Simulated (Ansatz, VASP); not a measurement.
SiSbTe2 in VASP and in Ansatz

```
Si Sb Te
1.0
     5.36469    0.00000    0.00000
    -2.68235    4.64596    0.00000
     0.00000    0.00000    5.22424
Si Sb Te
1 1 2
Cartesian
  0.0000 0.0000 0.0000
  0.0000 0.0000 2.6121
  0.0000 3.0973 0.0000
  2.6823 1.5487 0.0000
```

Alike in both runs: functional PBE; k mesh 6 × 6 × 4; occupations gaussian, width 0.1 eV; no spin polarisation.

Ansatz relaxed the structure, and its values are those at the end. VASP's run is a single point on that final structure, the one shown.

|  | VASP | Ansatz |
| --- | --- | --- |
| version | VASP 6.6.1 | Ansatz 0.2.0 |
| potentials or method | VASP PAW PBE potentials, release 64 (Si, Sb, Te), cutoff 520 eV | scalar-relativistic, plane waves, PAW |
| valence electrons in the cell | 21 | 51 |

|  | VASP | Ansatz | Ansatz less VASP |
| --- | --- | --- | --- |
| gap on the k mesh at the Fermi level (eV) | none | none | - |
| pressure (GPa) | 0.2 | 0.2 | 0.00 |

A gap of «none» marks a metal or a gap that the smearing closes. The functional is the same, so the differences come from potentials, cutoffs and numerics. VASP's potentials hold 21 valence electrons a cell and Ansatz's 51, so a difference there can come from the potentials and not from the codes.

Neither program's run includes spin-orbit coupling.
